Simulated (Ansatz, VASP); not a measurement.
# Ge in VASP and in Ansatz

```xyz
4
Lattice="3.8758 0.0000 0.0000 -1.9379 3.4603 0.0000 0.0000 0.0000 6.6027" Properties=species:S:1:pos:R:3 pbc="T T T"
Ge    1.9379    1.1534    0.4158
Ge    0.0000    2.3069    3.7172
Ge    1.9379    1.1534    2.8855
Ge    0.0000    2.3069    6.1869
```

Change from the starting cell: strain -0.0300 x Voigt [1, 0, 0, 0, 0, 0], atoms carried along.

Alike in both runs: task single point; functional r2SCAN; k mesh 12 × 12 × 6; occupations gaussian, width 0.03 eV; no spin polarisation.

|  | VASP | Ansatz |
| --- | --- | --- |
| version | VASP 6.6.1 | Ansatz 0.2.0 |
| potentials or method | VASP PAW PBE potentials, release 64 (Ge_d), cutoff 520 eV | scalar-relativistic, plane waves, PAW |
| valence electrons in the cell | 56 | 56 |

```csv
,VASP,Ansatz,Ansatz less VASP
gap on the k mesh at the Fermi level (eV),0.21,0.23,+0.024
least direct gap on the mesh (eV),0.21,0.23,+0.024
pressure (GPa),2.5,2.4,-0.04
"traceless stress, the component that is largest in VASP (GPa)",3.55,3.56,+0.011
rms of the force components (eV/Å),0.172,0.167,-0.0047
```

VASP's potentials were made for PBE, not for r2SCAN. Atom by atom the forces differ by 0.005 eV/Å (rms over components). The functional is the same, so the differences come from potentials, cutoffs and numerics.
